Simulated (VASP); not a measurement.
# CsPbBr3 (Pm-3m) in VASP: further runs, part 2 of 2

VASP 6.6.1. Earlier steps stand in the parts before.

**3. Single point, PBE**

File INCAR:

```
SYSTEM = CsPbBr3
ALGO     = Normal         ! electronic algorithm
EDIFF    = 1E-6           ! SCF threshold, eV
ENCUT    = 520            ! plane-wave cutoff, eV
GGA      = PE             ! functional
ISIF     = 2              ! what is computed and relaxed
ISMEAR   = 0              ! smearing method
LASPH    = .TRUE.         ! aspherical terms in the spheres
LCHARG   = .FALSE.        ! write CHGCAR
LREAL    = .FALSE.        ! projectors in reciprocal space
LWAVE    = .FALSE.        ! write WAVECAR
NBANDS   = 30             ! bands
NELM     = 100            ! most SCF steps
PREC     = Accurate       ! precision mode
SIGMA    = 0.01           ! smearing width, eV
```

File KPOINTS:

```
k-points
0
G
  6 6 6
  0 0 0
```

File POSCAR:

```
CsPbBr3
1.0
    5.8520860413      0.0000000000      0.0000000000
    0.0000000000      5.8520860413      0.0000000000
    0.0000000000      0.0000000000      5.8520860413
Cs Pb Br
1 1 3
Direct
    0.0000000000      0.0000000000      0.0000000000
    0.5000000000      0.5000000000      0.5000000000
    0.0000000000      0.5000000000      0.5000000000
    0.5000000000      0.0000000000      0.5000000000
    0.5000000000      0.5000000000      0.0000000000
```

Potentials or basis: VASP PAW PBE potentials, release 64 (Cs_sv, Pb_d, Br).

Run with:

```bash
$ cat potpaw_PBE.64/Cs_sv/POTCAR potpaw_PBE.64/Pb_d/POTCAR potpaw_PBE.64/Br/POTCAR > POTCAR
$ mpirun -np 1 vasp_std > vasp.out
```

OUTCAR:

```text
SYSTEM = CsPbBr3
   EDIFF = 1E-6
   ENCUT = 520
   GGA = PE
   ISIF = 2
   ISMEAR = 0
   LASPH = .TRUE.
   LREAL = .FALSE.
   NELM = 100
   PREC = Accurate

 ion  position               nearest neighbor table
   1  0.000  0.000  0.000-
   2  0.500  0.500  0.500-   3 2.93   4 2.93   5 2.93   5 2.93   4 2.93   3 2.93
   3  0.000  0.500  0.500-   2 2.93   2 2.93
   4  0.500  0.000  0.500-   2 2.93   2 2.93
   5  0.500  0.500  0.000-   2 2.93   2 2.93

  LATTYP: Found a simple cubic cell.
 ALAT       =     5.8520860413

  Lattice vectors:

 A1 = (   5.8520860413,   0.0000000000,   0.0000000000)
 A2 = (   0.0000000000,   5.8520860413,   0.0000000000)
 A3 = (   0.0000000000,   0.0000000000,   5.8520860413)

Analysis of symmetry for initial positions (statically):
=====================================================================
 Subroutine PRICEL returns:
 Original cell was already a primitive cell.

 Routine SETGRP: Setting up the symmetry group for a
 simple cubic supercell.

 Subroutine GETGRP returns: Found 48 space group operations
 (whereof 48 operations were pure point group operations)
 out of a pool of 48 trial point group operations.

The static configuration has the point symmetry O_h .

Analysis of symmetry for dynamics (positions and initial velocities):
=====================================================================
 Subroutine PRICEL returns:
 Original cell was already a primitive cell.

 Routine SETGRP: Setting up the symmetry group for a
 simple cubic supercell.

 Subroutine GETGRP returns: Found 48 space group operations
 (whereof 48 operations were pure point group operations)
 out of a pool of 48 trial point group operations.

The dynamic configuration has the point symmetry O_h .

 Subroutine INISYM returns: Found 48 space group operations
[... 115 lines left out ...]
   IALGO  =     38    algorithm
   IMIX   =      4    mixing-type and parameters
     AMIX     =   0.40;   BMIX     =  1.00
     AMIX_MAG =   1.60;   BMIX_MAG =  1.00
  volume/ion in A,a.u.               =      40.08       270.49
  Fermi-wavevector in a.u.,A,eV,Ry     =   0.987601  1.866296 13.270531  0.975356
  Thomas-Fermi vector in A             =   2.119067
   LORBIT       =      0    0 simple, 1 ext, 2 COOP (PROOUT), +10 PAW based schemes
   GGA     = PE    functional components
   LHFCALC =     F    Hartree Fock is set to
   AEXX    =    0.0000 exact exchange contribution
   IVDW    =     0    specifies the selected vdW correction
   LEPSILON=     F    determine dielectric tensor
   LRPA    =     F    only Hartree local field effects (RPA)
 non-spin polarized calculation
 Gauss-broadening in eV      SIGMA  =   0.01
  energy-cutoff  :      520.00
  volume of cell :      200.42
 maximum number of plane-waves:      5449
 NGX is ok and might be reduce to    48
   NGX = 21   NGY = 21   NGZ = 21

 number of electron      44.0000004 magnetization

 Free energy of the ion-electron system (eV)
  ---------------------------------------------------
  ext. energy  EPLUGINS =         0.00000000
  ---------------------------------------------------
  free energy    TOTEN  =       -15.81782585 eV

  energy without entropy =      -15.81782585  energy(sigma->0) =      -15.81782585

 E-fermi :   1.4833     XC(G=0):  -7.6788

 val. band max:        1.4353075474   @ k =   0.5000   0.5000   0.5000
 cond. band min:       2.9302877766   @ k =   0.5000   0.5000   0.5000
 fundamental gap:      1.4949802291
 Fermi energy:         1.4832638390

 k-point     1 :       0.0000    0.0000    0.0000
  band No.  band energies     occupation
      1     -20.1101      2.00000
      2     -15.4941      2.00000
      3     -15.4941      2.00000
      4     -15.3214      2.00000
      5     -15.3214      2.00000
      6     -15.3214      2.00000
[... 649 lines left out ...]
     29       6.5466      0.00000
     30       7.7503      0.00000

------------------------ aborting loop because EDIFF is reached ----------------------------------------

  FORCE on cell =-STRESS in cart. coord.  units (eV):
  Direction    XX          YY          ZZ          XY          YZ          ZX
  --------------------------------------------------------------------------------------
  -------------------------------------------------------------------------------------
  Total        2.1078899      2.1078899      2.1078899      0.0000000     -0.0000000      0.0000000
  in kB       16.8510282     16.8510282     16.8510282      0.0000000     -0.0000000      0.0000000
  external PRESSURE =      16.8510282 kB  Pullay stress =       0.0000000 kB

 VOLUME and BASIS-vectors are now :
 -----------------------------------------------------------------------------
  energy-cutoff  :      520.00
  volume of cell :      200.42
      direct lattice vectors                 reciprocal lattice vectors
     5.852086041  0.000000000  0.000000000     0.170879237  0.000000000  0.000000000
     0.000000000  5.852086041  0.000000000     0.000000000  0.170879237  0.000000000
     0.000000000  0.000000000  5.852086041     0.000000000  0.000000000  0.170879237

 POSITION                                       TOTAL-FORCE (eV/Angst)
 -----------------------------------------------------------------------------------
      0.00000      0.00000      0.00000         0.000000      0.000000      0.000000
      2.92604      2.92604      2.92604         0.000000      0.000000      0.000000
      0.00000      2.92604      2.92604         0.000000      0.000000      0.000000
      2.92604      0.00000      2.92604         0.000000      0.000000      0.000000
      2.92604      2.92604      0.00000         0.000000      0.000000      0.000000
 -----------------------------------------------------------------------------------
    total drift:                                0.000000     -0.000000     -0.000000

  FREE ENERGIE OF THE ION-ELECTRON SYSTEM (eV)
  ---------------------------------------------------
  free  energy   TOTEN  =       -15.8178258534 eV

  energy  without entropy=      -15.8178258534  energy(sigma->0) =      -15.81782585
```

stdout:

```text
POSCAR found type information on POSCAR CsPbBr
 POSCAR found :  3 types and       5 ions
 scaLAPACK will be used
 LDA part: xc-table for (Slater+PW92), standard interpolation
 POSCAR, INCAR and KPOINTS ok, starting setup
 FFT: planning ... GRIDC
 FFT: planning ... GRID_SOFT
 FFT: planning ... GRID
 WAVECAR not read
 entering main loop
```

Wall time 2 min (1 thread of Oxide Virtual Turin-like, shared host); peak memory 0.35 GiB.

Results:

* Free energy: -15.8178 eV
* Pressure: 1.7 GPa
* Band gap on the k mesh: 1.50 eV

Levels at points of the mesh, in eV from the valence-band top:
| k point | band 20 | band 21 | band 22 | band 23 | band 24 | band 25 |
| --- | --- | --- | --- | --- | --- | --- |
| (0.00, 0.00, 0.00) | -2.13 | -2.13 | -2.13 | 2.94 | 4.01 | 4.01 |
| (0.50, 0.00, 0.00) | -2.24 | -2.24 | -1.48 | 2.55 | 4.39 | 5.01 |
| (0.50, 0.50, 0.00) | -2.35 | -1.77 | -0.73 | 2.06 | 2.06 | 4.86 |
| (0.50, 0.50, 0.50) | -1.76 | -1.76 | 0.00 | 1.49 | 1.49 | 1.49 |

Caveat: spin-orbit coupling is left out, which moves the levels of the heavy elements.

**4. Single point, PBE**

File INCAR:

```
SYSTEM = CsPbBr3
PREC     = Accurate       ! precision mode
ENCUT    = 520            ! plane-wave cutoff, eV
EDIFF    = 1E-6           ! SCF threshold, eV
ISMEAR   = 0              ! smearing method
SIGMA    = 0.02           ! smearing width, eV
LREAL    = .FALSE.        ! projectors in reciprocal space
LASPH    = .TRUE.         ! aspherical terms in the spheres
NELM     = 60             ! most SCF steps
ALGO     = Normal         ! electronic algorithm
ISIF     = 2              ! what is computed and relaxed
LWAVE    = .FALSE.        ! write WAVECAR
LCHARG   = .FALSE.        ! write CHGCAR
GGA      = PE             ! functional
NBANDS   = 30             ! bands
```

File KPOINTS:

```
Automatic mesh
0
G
  6 6 6
  0 0 0
```

POSCAR is that of step 3.

Run with:

```bash
$ cat potpaw_PBE.64/Cs_sv/POTCAR potpaw_PBE.64/Pb_d/POTCAR potpaw_PBE.64/Br/POTCAR > POTCAR
$ mpirun -np 1 vasp_std > vasp.out
```

Run time: 95 s. Hardware: 1 thread of Oxide Virtual Turin-like, shared host; peak memory 0.35 GiB.

The run converged. Its results:

```
Free energy            : -15.8178 eV
Pressure               : 1.7 GPa
Band gap on the k mesh : 1.50 eV
```

Levels at points of the mesh, in eV from the valence-band top:
| k point | band 20 | band 21 | band 22 | band 23 | band 24 | band 25 |
| --- | --- | --- | --- | --- | --- | --- |
| (0.00, 0.00, 0.00) | -2.13 | -2.13 | -2.13 | 2.94 | 4.01 | 4.01 |
| (0.50, 0.00, 0.00) | -2.24 | -2.24 | -1.48 | 2.55 | 4.39 | 5.01 |
| (0.50, 0.50, 0.00) | -2.35 | -1.77 | -0.73 | 2.06 | 2.06 | 4.86 |
| (0.50, 0.50, 0.50) | -1.76 | -1.76 | 0.00 | 1.49 | 1.49 | 1.49 |

Caveat: spin-orbit coupling is left out, which moves the levels of the heavy elements. A k mesh can miss the band edges.

**5. Summary**

```csv
cell,k mesh,smearing,gap on the mesh (eV),pressure (GPa)
"a = 5.853 Å, 5 atoms",4 × 4 × 4,gaussian 0.1 eV,1.49,1.8
"a = 5.852 Å, 5 atoms",6 × 6 × 6,gaussian 0.01 eV,1.50,1.7
"a = 5.852 Å, 5 atoms",6 × 6 × 6,gaussian 0.02 eV,1.50,1.7
```

Alike in all rows: task single point; level PBE; potentials or basis VASP PAW PBE potentials, release 64 (Cs_sv, Pb_d, Br); no spin polarisation; cutoff (eV) 520.

Caveats: spin-orbit coupling is left out, which moves the levels of the heavy elements.

Total energies depend on the potentials used, so only differences within one code and one set of settings carry meaning.
